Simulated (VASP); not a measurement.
Wanted: the native input for a VASP 6.6.1 run.

| Item | Value |
| --- | --- |
| Task | single point |
| Functional | PBEsol |
| Potentials or basis | VASP PAW PBE potentials, release 64 (Ti_sv, Al) |
| Cutoff | 520 eV |
| k mesh | 18 × 18 × 10 |
| Occupations | gaussian, width 0.15 eV |
| Spin | no spin polarisation |
| Dipole correction | no |
| Further INCAR settings | ALGO = Fast; EDIFF = 1e-06; NBANDS = 14 |

The structure of TiAl lies in POSCAR:

```
TiAl
1.0
    2.8760000000      0.0000000000      0.0000000000
   -1.4380000000      2.4906890613      0.0000000000
    0.0000000000      0.0000000000      4.8655000000
Ti Al
1 1
Direct
    0.0000000000      0.0000000000      0.0000000000
    0.3333333333      0.6666666667      0.5000000000
```

The input as run:

INCAR

```
ALGO = Fast
EDIFF = 1E-6
ENCUT = 520
GGA = PS
ISIF = 2
ISMEAR = 0
LASPH = T
LCHARG = F
LREAL = F
LWAVE = F
NBANDS = 14
NELM = 60
PREC = Accurate
SIGMA = 0.15
```

KPOINTS

```
k-points
0
Gamma
  18 18 10
```

Potentials or basis: VASP PAW PBE potentials, release 64 (Ti_sv, Al).

Command:

```sh
$ cat potpaw_PBE.64/Ti_sv/POTCAR potpaw_PBE.64/Al/POTCAR > POTCAR
$ mpirun -np 1 vasp_std > vasp.out
```

Results of the run:

* Pressure: -7.2 GPa
* Band gap on the k mesh: zero (an odd number of electrons rules out a gap without spin polarisation)

Caveat: the cell stands under tension; the PAW data sets were made with another functional, which shifts forces and pressure a little.

It took 5.1 min on 1 thread of Intel Xeon 8259CL, on a shared host, peak memory 0.24 GiB.
